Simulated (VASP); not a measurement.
# ZnO2 (Pa-3) in VASP: further runs, part 2 of 2

VASP 6.6.1. Earlier steps stand in the parts before.

## Step 3: Single point, LDA (9.97 Å³/atom)

This run uses another cell than the first one, of 9.97 Å³/atom.

INCAR

```
SYSTEM = ZnO2
ALGO = Normal ; EDIFF = 1E-6
ENCUT = 600 ; GGA = CA
GGA_COMPAT = .FALSE. ; ISIF = 2
ISMEAR = 0 ; LASPH = .TRUE.
LCHARG = .TRUE. ; LELF = .TRUE.
LREAL = .FALSE. ; LVHAR = .TRUE.
LWAVE = .FALSE. ; NBANDS = 60
NELM = 120 ; PREC = Accurate
SIGMA = 0.05
```

KPOINTS

```
k-points
0
G
  6 6 6
  0 0 0
```

POSCAR

```
ZnO2
1.0
    4.9271572742      0.0000000000      0.0000000000
    0.0000000000      4.9271572742      0.0000000000
    0.0000000000      0.0000000000      4.9271572742
Zn O
4 8
Direct
    0.0000000000      0.5000000000      0.5000000000
    0.5000000000      0.5000000000      0.0000000000
    0.5000000000      0.0000000000      0.5000000000
    0.0000000000      0.0000000000      0.0000000000
    0.4124106084      0.0875893916      0.9124106084
    0.0875893916      0.9124106084      0.4124106084
    0.9124106084      0.4124106084      0.0875893916
    0.5875893916      0.5875893916      0.5875893916
    0.4124106084      0.4124106084      0.4124106084
    0.0875893916      0.5875893916      0.9124106084
    0.9124106084      0.0875893916      0.5875893916
    0.5875893916      0.9124106084      0.0875893916
```

Potentials or basis: VASP PAW LDA potentials, release 64 (Zn, O).

Started as:

```sh
> cat potpaw_LDA.64/Zn/POTCAR potpaw_LDA.64/O/POTCAR > POTCAR
> mpirun -np 1 vasp_std > vasp.out
```

OUTCAR:

```text
SYSTEM = ZnO2
   EDIFF = 1E-6
   ENCUT = 600
   GGA = CA
   ISIF = 2
   ISMEAR = 0
   LASPH = .TRUE.
   LREAL = .FALSE.
   NELM = 120
   PREC = Accurate

 ion  position               nearest neighbor table
   1  0.000  0.500  0.500-   6 2.12   7 2.12   8 2.12   9 2.12  10 2.12  11 2.12
   2  0.500  0.500  0.000-   5 2.12   7 2.12   8 2.12   9 2.12  10 2.12  12 2.12
   3  0.500  0.000  0.500-   5 2.12   6 2.12   8 2.12   9 2.12  11 2.12  12 2.12
   4  0.000  0.000  0.000-   5 2.12   6 2.12   7 2.12  10 2.12  11 2.12  12 2.12
   5  0.412  0.088  0.912-  12 1.49   3 2.12   4 2.12   2 2.12
   6  0.088  0.912  0.412-  11 1.49   3 2.12   4 2.12   1 2.12
   7  0.912  0.412  0.088-  10 1.49   2 2.12   4 2.12   1 2.12
   8  0.588  0.588  0.588-   9 1.49   2 2.12   3 2.12   1 2.12
   9  0.412  0.412  0.412-   8 1.49   2 2.12   3 2.12   1 2.12
  10  0.088  0.588  0.912-   7 1.49   2 2.12   4 2.12   1 2.12
  11  0.912  0.088  0.588-   6 1.49   3 2.12   4 2.12   1 2.12
  12  0.588  0.912  0.088-   5 1.49   3 2.12   4 2.12   2 2.12

  LATTYP: Found a simple cubic cell.
 ALAT       =     4.9271572742

  Lattice vectors:

 A1 = (   4.9271572742,   0.0000000000,   0.0000000000)
 A2 = (   0.0000000000,   4.9271572742,   0.0000000000)
 A3 = (   0.0000000000,   0.0000000000,   4.9271572742)

Analysis of symmetry for initial positions (statically):
=====================================================================
 Subroutine PRICEL returns:
 Original cell was already a primitive cell.

 Routine SETGRP: Setting up the symmetry group for a
 simple cubic supercell.

 Subroutine GETGRP returns: Found 24 space group operations
 (whereof  6 operations were pure point group operations)
 out of a pool of 48 trial point group operations.

The static configuration has the point symmetry S_6 .
 The point group associated with its full space group is T_h .

Analysis of symmetry for dynamics (positions and initial velocities):
=====================================================================
 Subroutine PRICEL returns:
[... 160 lines left out ...]
 non-spin polarized calculation
 Gauss-broadening in eV      SIGMA  =   0.05
  energy-cutoff  :      600.00
  volume of cell :      119.62
 maximum number of plane-waves:      4032
   NGX = 19   NGY = 19   NGZ = 19

 number of electron      95.9999932 magnetization

 Free energy of the ion-electron system (eV)
  ---------------------------------------------------
  ext. energy  EPLUGINS =         0.00000000
  ---------------------------------------------------
  free energy    TOTEN  =       -62.53666957 eV

  energy without entropy =      -62.53666957  energy(sigma->0) =      -62.53666957

 E-fermi :   2.7722     XC(G=0): -12.0538

 val. band max:        2.5651686331   @ k =   0.0000   0.0000   0.0000
 cond. band min:       4.6223371653   @ k =   0.1667   0.1667   0.1667
 fundamental gap:      2.0571685322
 Fermi energy:         2.7722129825

 k-point     1 :       0.0000    0.0000    0.0000
  band No.  band energies     occupation
      1     -19.5187      2.00000
      2     -18.7753      2.00000
      3     -18.7753      2.00000
      4     -18.7753      2.00000
      5     -13.0604      2.00000
      6     -13.0604      2.00000
[... 1501 lines left out ...]
     59       9.3873      0.00000
     60       9.3873      0.00000

------------------------ aborting loop because EDIFF is reached ----------------------------------------

  FORCE on cell =-STRESS in cart. coord.  units (eV):
  Direction    XX          YY          ZZ          XY          YZ          ZX
  --------------------------------------------------------------------------------------
  -------------------------------------------------------------------------------------
  Total       -8.4426714     -8.4426714     -8.4426714      0.0000000     -0.0000000     -0.0000000
  in kB     -113.0840083   -113.0840083   -113.0840083      0.0000000     -0.0000000     -0.0000000
  external PRESSURE =    -113.0840083 kB  Pullay stress =       0.0000000 kB

 VOLUME and BASIS-vectors are now :
 -----------------------------------------------------------------------------
  energy-cutoff  :      600.00
  volume of cell :      119.62
      direct lattice vectors                 reciprocal lattice vectors
     4.927157274  0.000000000  0.000000000     0.202956785  0.000000000  0.000000000
     0.000000000  4.927157274  0.000000000     0.000000000  0.202956785  0.000000000
     0.000000000  0.000000000  4.927157274     0.000000000  0.000000000  0.202956785

 POSITION                                       TOTAL-FORCE (eV/Angst)
 -----------------------------------------------------------------------------------
      0.00000      2.46358      2.46358         0.000000      0.000000      0.000000
      2.46358      2.46358      0.00000         0.000000      0.000000      0.000000
      2.46358      0.00000      2.46358         0.000000      0.000000      0.000000
      0.00000      0.00000      0.00000         0.000000      0.000000      0.000000
      2.03201      0.43157      4.49559         0.144786     -0.144786      0.144786
      0.43157      4.49559      2.03201        -0.144786      0.144786      0.144786
      4.49559      2.03201      0.43157         0.144786      0.144786     -0.144786
      2.89515      2.89515      2.89515        -0.144786     -0.144786     -0.144786
      2.03201      2.03201      2.03201         0.144786      0.144786      0.144786
      0.43157      2.89515      4.49559        -0.144786     -0.144786      0.144786
      4.49559      0.43157      2.89515         0.144786     -0.144786     -0.144786
      2.89515      4.49559      0.43157        -0.144786      0.144786     -0.144786
 -----------------------------------------------------------------------------------
    total drift:                                0.000000      0.000000     -0.000000

  FREE ENERGIE OF THE ION-ELECTRON SYSTEM (eV)
  ---------------------------------------------------
  free  energy   TOTEN  =       -62.5366695676 eV

  energy  without entropy=      -62.5366695676  energy(sigma->0) =      -62.53666957
```

OSZICAR:

```text
N       E                     dE             d eps       ncg     rms          rms(c)
DAV:   1     0.128825515696E+04    0.12883E+04   -0.49766E+04  2888   0.248E+03
DAV:   2     0.170448437136E+03   -0.11178E+04   -0.10498E+04  2888   0.635E+02
DAV:   3    -0.530727827670E+02   -0.22352E+03   -0.21347E+03  3312   0.241E+02
DAV:   4    -0.675127911644E+02   -0.14440E+02   -0.14222E+02  3372   0.652E+01
DAV:   5    -0.677470142634E+02   -0.23422E+00   -0.23335E+00  3180   0.823E+00    0.203E+01
DAV:   6    -0.628840103991E+02    0.48630E+01   -0.92546E+00  4780   0.489E+01    0.127E+01
DAV:   7    -0.626710298522E+02    0.21298E+00   -0.45190E+00  3208   0.113E+01    0.585E+00
DAV:   8    -0.625686728536E+02    0.10236E+00   -0.75093E-01  4068   0.647E+00    0.148E+00
DAV:   9    -0.625350583655E+02    0.33614E-01   -0.13631E-01  4400   0.524E+00    0.260E-01
DAV:  10    -0.625369265180E+02   -0.18682E-02   -0.25610E-02  3072   0.798E-01    0.155E-01
DAV:  11    -0.625366749903E+02    0.25153E-03   -0.18891E-03  3244   0.228E-01    0.264E-02
DAV:  12    -0.625366709229E+02    0.40674E-05   -0.11979E-04  3132   0.745E-02    0.152E-02
DAV:  13    -0.625366693293E+02    0.15936E-05   -0.17412E-05  3724   0.431E-02    0.396E-03
DAV:  14    -0.625366695676E+02   -0.23833E-06   -0.17387E-06  1656   0.191E-02
   1 F= -.62536670E+02 E0= -.62536670E+02  d E =-.951763E-11
```

Wall time 3.3 min (1 thread of Oxide Virtual Turin-like, shared host); peak memory 0.25 GiB.

What came out:

```yaml
Free_energy: -62.5367 eV
Pressure: -11.3 GPa
Largest_force: 0.251 eV/Å
Band_gap_on_the_k_mesh: 2.06 eV (least direct gap 2.20 eV)
```

Forces in eV/Å, atoms in the order of the input:
```
Zn   0.000  0.000  0.000
Zn   0.000  0.000  0.000
Zn   0.000  0.000  0.000
Zn   0.000  0.000  0.000
O    0.145 -0.145  0.145
O   -0.145  0.145  0.145
O    0.145  0.145 -0.145
O   -0.145 -0.145 -0.145
O    0.145  0.145  0.145
O   -0.145 -0.145  0.145
O    0.145 -0.145 -0.145
O   -0.145  0.145 -0.145
```

Caveat: the cell stands under tension. A k mesh can miss the band edges.
